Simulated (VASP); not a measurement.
The system is Sn.

```
Sn
1.0
    -1.89465    1.89465    1.89465
     1.89465   -1.89465    1.89465
     1.89465    1.89465   -1.89465
Sn
1
Direct
  0.00000 0.00000 0.00000
```

This isn't the form of Sn at room conditions, which is tetragonal (white tin).

| Item | Value |
| --- | --- |
| Program | VASP 6.6.1 |
| Task | relaxation of cell and atoms |
| Functional | PBE-based screened hybrid with 25 % exact exchange |
| Potentials or basis | VASP PAW PBE potentials, release 64 (Sn_d) |
| Cutoff | 600 eV |
| k mesh | 5 × 5 × 5 |
| Occupations | fermi-dirac, width 0.05 eV |
| Spin | no spin polarisation |

At the start: pressure 2.1 GPa; volume 27.20 Å³/atom.

Question: Where does the relaxation end?

Answer: Over 4 steps the energy falls by 21.2 meV/atom and the volume is 29.64 Å³/atom (+8.9 %); space group Im-3m (No. 229, to 0.1 Å) before and after.

Step by step:
```
step  energy change (eV)  largest force (eV/Å)  pressure (GPa)  volume (Å³)
   1              0.0000                0.0000            2.09        27.20
   2             -0.0165                0.0000            1.43        28.63
   3             -0.0208                0.0000           -0.43        29.97
   4             -0.0212                0.0000            0.04        29.64
```

Final structure:
```
Sn
1.0
    -1.94955    1.94955    1.94955
     1.94955   -1.94955    1.94955
     1.94955    1.94955   -1.94955
Sn
1
Cartesian
  0.0000 0.0000 0.0000
```

Caveat: the k points lie up to 0.46 Å⁻¹ apart in the final cell, too coarse for converged energies and pressures of a metal; the PAW data sets were made with another functional, which shifts forces and pressure a little.
